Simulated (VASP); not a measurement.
# Si (Fd-3m) in VASP: single point with PBE

Aim: the single point of Si with PBE.

All numbers are computed with VASP 6.6.1; they aren't measurements. Logs are shortened: lines on timing, memory, paths and dates and some standing lists are left out, and cuts for length are marked.

### Step 1. The cell of the first run

It takes space group Fd-3m (No. 227, cubic). Conventional cell: a = 5.470 Å, b = 5.470 Å, c = 5.470 Å, α = 90.00°, β = 90.00°, γ = 90.00°. Within 3.1 Å of Si (site symmetry -43m) lie 4 Si at 2.37 Å.

### Step 2. Single point, PBE

Contents of INCAR:

```
SYSTEM = Si
PREC = Accurate
ENCUT = 520
EDIFF = 1E-6
ISMEAR = 0
SIGMA = 0.01
LREAL = Auto
LASPH = .True.
NELM = 100
ALGO = Normal
ISIF = 2
LWAVE = .False.
LCHARG = .False.
GGA = PE
NBANDS = 46
```

Contents of KPOINTS:

```
Automatic mesh
0
Gamma
  2 2 2
  0 0 0
```

Contents of POSCAR:

```
Si
1.0
    0.0000000000      5.4700937543     -5.4700937543
    5.4700937543      5.4700937543      0.0000000000
    5.4700937543      0.0000000000     -5.4700937543
Si
16
Direct
    0.1250000000      0.1250000000      0.1250000000
    0.1250000000      0.6250000000      0.1250000000
    0.6250000000      0.1250000000      0.1250000000
    0.6250000000      0.6250000000      0.1250000000
    0.1250000000      0.1250000000      0.6250000000
    0.1250000000      0.6250000000      0.6250000000
    0.6250000000      0.1250000000      0.6250000000
    0.6250000000      0.6250000000      0.6250000000
    0.2500000000      0.7500000000      0.2500000000
    0.2500000000      0.2500000000      0.2500000000
    0.7500000000      0.7500000000      0.2500000000
    0.7500000000      0.2500000000      0.2500000000
    0.2500000000      0.7500000000      0.7500000000
    0.2500000000      0.2500000000      0.7500000000
    0.7500000000      0.7500000000      0.7500000000
    0.7500000000      0.2500000000      0.7500000000
```

Potentials or basis: VASP PAW PBE potentials, release 64 (Si).

Command:

```bash
$ cat potpaw_PBE.64/Si/POTCAR > POTCAR
$ mpirun -np 1 vasp_std > vasp.out
```

OUTCAR:

```text
SYSTEM = Si
   PREC = Accurate
   ENCUT = 520
   EDIFF = 1E-6
   ISMEAR = 0
   LREAL = Auto
   LASPH = .True.
   NELM = 100
   ISIF = 2
   GGA = PE

 ion  position               nearest neighbor table
   1  0.125  0.125  0.125-  10 2.37   9 2.37  12 2.37  14 2.37
   2  0.125  0.625  0.125-   9 2.37  10 2.37  11 2.37  13 2.37
   3  0.625  0.125  0.125-  12 2.37  11 2.37  10 2.37  16 2.37
   4  0.625  0.625  0.125-  11 2.37   9 2.37  12 2.37  15 2.37
   5  0.125  0.125  0.625-  14 2.37  13 2.37  10 2.37  16 2.37
   6  0.125  0.625  0.625-  13 2.37   9 2.37  14 2.37  15 2.37
[... 8 lines left out ...]
  15  0.750  0.750  0.750-   8 2.37   6 2.37   7 2.37   4 2.37
  16  0.750  0.250  0.750-   7 2.37   5 2.37   3 2.37   8 2.37

  LATTYP: Found a face centered cubic cell.
 ALAT       =    10.9401875086

  Lattice vectors:

 A1 = (   0.0000000000,   5.4700937543,  -5.4700937543)
 A2 = (   5.4700937543,   5.4700937543,   0.0000000000)
 A3 = (   5.4700937543,   0.0000000000,  -5.4700937543)

Analysis of symmetry for initial positions (statically):
=====================================================================
 Subroutine PRICEL returns following result:

  LATTYP: Found a face centered cubic cell.
 ALAT       =     5.4700937543

  Lattice vectors:

 A1 = (   0.0000000000,   2.7350468771,  -2.7350468771)
 A2 = (   2.7350468771,   2.7350468771,   0.0000000000)
 A3 = (   2.7350468771,   0.0000000000,  -2.7350468771)

   8 primitive cells build up your supercell.

 Routine SETGRP: Setting up the symmetry group for a
 face centered cubic supercell.

 Subroutine GETGRP returns: Found 48 space group operations
 (whereof 24 operations were pure point group operations)
 out of a pool of 48 trial point group operations.

The static configuration has the point symmetry T_d .
 The point group associated with its full space group is O_h .

Analysis of symmetry for dynamics (positions and initial velocities):
=====================================================================
 Subroutine PRICEL returns following result:

  LATTYP: Found a face centered cubic cell.
 ALAT       =     5.4700937543

  Lattice vectors:

 A1 = (   0.0000000000,   2.7350468771,  -2.7350468771)
 A2 = (   2.7350468771,   2.7350468771,   0.0000000000)
 A3 = (   2.7350468771,   0.0000000000,  -2.7350468771)

   8 primitive cells build up your supercell.

 Routine SETGRP: Setting up the symmetry group for a
 face centered cubic supercell.

 Subroutine GETGRP returns: Found 48 space group operations
 (whereof 24 operations were pure point group operations)
 out of a pool of 48 trial point group operations.

The dynamic configuration has the point symmetry T_d .
 The point group associated with its full space group is O_h .

 Subroutine INISYM returns: Found 48 space group operations
 (whereof 24 operations are pure point group operations),
 and found     8 'primitive' translations

----------------------------------------------------------------------------------------

                                     Primitive cell

  volume of cell :      40.9189

  direct lattice vectors                    reciprocal lattice vectors
     0.000000000  2.735046877 -2.735046877    -0.182812223  0.182812223 -0.182812223
     2.735046877  2.735046877  0.000000000     0.182812223  0.182812223  0.182812223
     2.735046877  0.000000000 -2.735046877     0.182812223 -0.182812223 -0.182812223

  length of vectors
     3.867940387  3.867940387  3.867940387     0.316640059  0.316640059  0.316640059

  position of ions in fractional coordinates (direct lattice)
     0.250000000  0.250000000  0.250000000
     0.500000000  0.500000000  0.500000000

  ion indices of the primitive-cell ions
   primitive index   ion index
                 1           1
                 2          10

----------------------------------------------------------------------------------------

 KPOINTS: Automatic mesh

Automatic generation of k-mesh.
 Grid dimensions read from file:
 generate k-points for:    2    2    2

 Generating k-lattice:

  Cartesian coordinates                     Fractional coordinates (reciprocal lattice)
    -0.045703056  0.045703056 -0.045703056     0.500000000  0.000000000  0.000000000
     0.045703056  0.045703056  0.045703056     0.000000000  0.500000000  0.000000000
     0.045703056 -0.045703056 -0.045703056     0.000000000  0.000000000  0.500000000

  Length of vectors
     0.079160015  0.079160015  0.079160015

  Shift w.r.t. Gamma in fractional coordinates (k-lattice)
     0.000000000  0.000000000  0.000000000

 Subroutine IBZKPT returns following result:
 ===========================================

 Found      3 irreducible k-points:

 Following reciprocal coordinates:
            Coordinates               Weight
  0.000000  0.000000  0.000000      1.000000
  0.500000  0.000000  0.000000      4.000000
  0.500000  0.500000  0.000000      3.000000
   k-points           NKPTS =      3   k-points in BZ     NKDIM =      3   number of bands    NBANDS=     46
   number of dos      NEDOS =    301   number of ions     NIONS =     16
   total plane-waves  NPLWV = 216000
   dimension x,y,z NGX =    60 NGY =   60 NGZ =   60
   dimension x,y,z NGXF=   120 NGYF=  120 NGZF=  120
   ions per type =              16
   NGX,Y,Z   is equivalent  to a cutoff of  12.89, 12.89, 12.89 a.u.
   NGXF,Y,Z  is equivalent  to a cutoff of  25.79, 25.79, 25.79 a.u.
 SYSTEM =  Si
   PREC   = accura    normal or accurate (medium, high low for compatibility)
   ISTART =      0    job   : 0-new  1-cont  2-samecut
   ICHARG =      2    charge: 1-file 2-atom 10-const
   ISPIN  =      1    spin polarized calculation?
   LNONCOLLINEAR =      F non collinear calculations
   LSORBIT =      F    spin-orbit coupling
   LASPH  =      T    aspherical Exc in radial PAW
   ENCUT  =  520.0 eV  38.22 Ry    6.18 a.u.  14.38 14.38 14.38*2*pi/ulx,y,z
   NELM   =    100;   NELMIN=  2; NELMDL= -5     # of ELM steps
   EDIFF  = 0.1E-05   stopping-criterion for ELM
   LREAL  =      T    real-space projection
   EDIFFG = 0.1E-04   stopping-criterion for IOM
   NSW    =      0    number of steps for IOM
   IBRION =     -1    ionic relax: 0-MD 1-quasi-New 2-CG
   NFREE  =      0    steps in history (QN), initial steepest desc. (CG)
   ISIF   =      2    stress and relaxation
   ISYM   =      2    0-nonsym 1-usesym 2-fastsym
   POTIM  = 0.5000    time-step for ionic-motion
   TEBEG  =    0.0;   TEEND  =   0.0 temperature during run
   PSTRESS=    0.0 pullay stress
   NELECT =      64.0000    total number of electrons
   NUPDOWN=      -1.0000    fix difference up-down
   EMIN   =  10.00;   EMAX   =-10.00  energy-range for DOS
   EFERMI =   0.00;   METHOD = LEGACY
   ISMEAR =     0;   SIGMA  =   0.01  broadening in eV -4-tet -1-fermi 0-gaus
   EFERMI_NEDOS =   21; number of points for ismear=-14 and -15
   IALGO  =     38    algorithm
   IMIX   =      4    mixing-type and parameters
     AMIX     =   0.40;   BMIX     =  1.00
     AMIX_MAG =   1.60;   BMIX_MAG =  1.00
  volume/ion in A,a.u.               =      20.46       138.07
  Fermi-wavevector in a.u.,A,eV,Ry     =   0.950160  1.795542 12.283393  0.902804
  Thomas-Fermi vector in A             =   2.078511
   LORBIT       =      0    0 simple, 1 ext, 2 COOP (PROOUT), +10 PAW based schemes
   GGA     = PE    functional components
   LHFCALC =     F    Hartree Fock is set to
   AEXX    =    0.0000 exact exchange contribution
   IVDW    =     0    specifies the selected vdW correction
   LEPSILON=     F    determine dielectric tensor
   LRPA    =     F    only Hartree local field effects (RPA)
 non-spin polarized calculation
 Gauss-broadening in eV      SIGMA  =   0.01
  energy-cutoff  :      520.00
  volume of cell :      327.35
 maximum number of plane-waves:      8824
 NGX is ok and might be reduce to    60
   NGX = 29   NGY = 29   NGZ = 29

 number of electron      64.0000007 magnetization

 Free energy of the ion-electron system (eV)
  ---------------------------------------------------
  ext. energy  EPLUGINS =         0.00000000
  ---------------------------------------------------
  free energy    TOTEN  =       -85.32825945 eV

  energy without entropy =      -85.32825945  energy(sigma->0) =      -85.32825945

 E-fermi :   5.7046     XC(G=0):  -9.2974

 val. band max:        5.6521777121   @ k =   0.0000   0.0000   0.0000
 cond. band min:       6.3884696914   @ k =   0.0000   0.0000   0.0000
 fundamental gap:      0.7362919793
 Fermi energy:         5.7045886518

 k-point     1 :       0.0000    0.0000    0.0000
  band No.  band energies     occupation
      1      -6.1659      2.00000
      2      -3.8861      2.00000
      3      -3.8861      2.00000
      4      -3.8861      2.00000
      5      -3.8861      2.00000
      6      -2.0967      2.00000
[... 36 lines left out ...]
     43       8.1908      0.00000
     44       8.1908      0.00000

 k-point     2 :       0.5000    0.0000    0.0000
  band No.  band energies     occupation
      1      -5.3809      2.00000
      2      -5.3809      2.00000
      3      -3.5012      2.00000
      4      -3.5012      2.00000
      5      -3.5012      2.00000
      6      -3.5012      2.00000
[... 36 lines left out ...]
     43       9.1251      0.00000
     44       9.1251      0.00000

 k-point     3 :       0.5000    0.5000    0.0000
  band No.  band energies     occupation
      1      -5.1033      2.00000
      2      -5.1033      2.00000
      3      -4.1614      2.00000
      4      -4.1614      2.00000
      5      -4.1614      2.00000
      6      -4.1614      2.00000
[... 36 lines left out ...]
     43       9.9121      0.00000
     44       9.9121      0.00000
 [bands above 44 left out]

------------------------ aborting loop because EDIFF is reached ----------------------------------------

  FORCE on cell =-STRESS in cart. coord.  units (eV):
  Direction    XX          YY          ZZ          XY          YZ          ZX
  --------------------------------------------------------------------------------------
  -------------------------------------------------------------------------------------
  Total        1.0651410      1.0651410      1.0651410      0.0000000      0.0000000      0.0000000
  in kB        5.2131880      5.2131880      5.2131880      0.0000000      0.0000000      0.0000000
  external PRESSURE =       5.2131880 kB  Pullay stress =       0.0000000 kB

 VOLUME and BASIS-vectors are now :
 -----------------------------------------------------------------------------
  energy-cutoff  :      520.00
  volume of cell :      327.35
      direct lattice vectors                 reciprocal lattice vectors
     0.000000000  5.470093754 -5.470093754    -0.091406112  0.091406112 -0.091406112
     5.470093754  5.470093754  0.000000000     0.091406112  0.091406112  0.091406112
     5.470093754  0.000000000 -5.470093754     0.091406112 -0.091406112 -0.091406112

 POSITION                                       TOTAL-FORCE (eV/Angst)
 -----------------------------------------------------------------------------------
      1.36752      1.36752     -1.36752        -0.000000     -0.000000      0.000000
      4.10257      4.10257     -1.36752        -0.000000      0.000000      0.000000
      1.36752      4.10257     -4.10257        -0.000000     -0.000000     -0.000000
      4.10257      6.83762     -4.10257        -0.000000     -0.000000      0.000000
      4.10257      1.36752     -4.10257        -0.000000     -0.000000     -0.000000
      6.83762      4.10257     -4.10257        -0.000000     -0.000000     -0.000000
[... 8 lines left out ...]
      8.20514      8.20514     -8.20514         0.000000      0.000000     -0.000000
      5.47009      5.47009     -8.20514         0.000000     -0.000000     -0.000000
 -----------------------------------------------------------------------------------
    total drift:                               -0.000000      0.000000     -0.000000

  FREE ENERGIE OF THE ION-ELECTRON SYSTEM (eV)
  ---------------------------------------------------
  free  energy   TOTEN  =       -85.3282594459 eV

  energy  without entropy=      -85.3282594459  energy(sigma->0) =      -85.32825945
```

It took 3.1 min on 1 thread of AMD EPYC, shared host; peak memory 0.4 GiB.

What came out:

```yaml
Free_energy: -85.3283 eV
Pressure: 0.5 GPa
Band_gap_on_the_k_mesh: 0.74 eV
```

Levels at points of the mesh, in eV from the valence-band top:
```csv
k point,band 30,band 31,band 32,band 33,band 34,band 35
"(0.00, 0.00, 0.00)",0.00,0.00,0.00,0.74,0.74,0.74
"(0.50, 0.00, 0.00)",-0.75,-0.75,-0.75,1.53,1.53,1.53
"(0.50, 0.50, 0.00)",-1.31,-1.31,-1.31,1.14,1.14,2.42
```

Caveat: the k points lie up to 0.50 Å⁻¹ apart. A k mesh can miss the band edges.
